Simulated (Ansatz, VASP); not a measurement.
## One calculation of Ir, two programs

```
CELL_PARAMETERS angstrom
2.75138 0.00000 0.00000
-1.37569 2.38276 0.00000
0.00000 0.00000 4.46229
ATOMIC_POSITIONS crystal
Ir 0.33333 0.66667 0.25000
Ir 0.66667 0.33333 0.75000
```

Alike in both runs: task relaxation of cell and atoms; functional PBEsol; dispersion D4; k mesh 11 × 11 × 6; occupations fermi-dirac, width 0.05 eV; no spin polarisation.

|  | VASP | Ansatz |
| --- | --- | --- |
| version | VASP 6.6.1 | Ansatz 0.2.0 |
| potentials or method | VASP PAW PBE potentials, release 64 (Ir) | Ansatz PAW |
| plane-wave cutoff (eV) | 600 | 420 |
| valence electrons in the cell | 18 | 34 |

|  | VASP | Ansatz | Ansatz less VASP |
| --- | --- | --- | --- |
| gap on the k mesh at the Fermi level, each at its own relaxed structure (eV) | none | none | - |
| relaxed volume (Å³/atom) | 13.96 | 13.92 | -0.041 |
| relaxed length of the cell vector where the two differ most in proportion (Å) | 2.710 | 2.707 | -0.0029 |

VASP's potentials were made for PBE, not for PBEsol. A gap of «none» marks a metal or a gap that the smearing closes. VASP's potentials hold 18 valence electrons a cell and Ansatz's 34, so a difference there can come from the potentials and not from the codes.

Neither program's run includes spin-orbit coupling. Noted on Ansatz's run: the plane-wave basis is chosen anew once the cell has moved, so the energies of steps on either side of that aren't comparable.
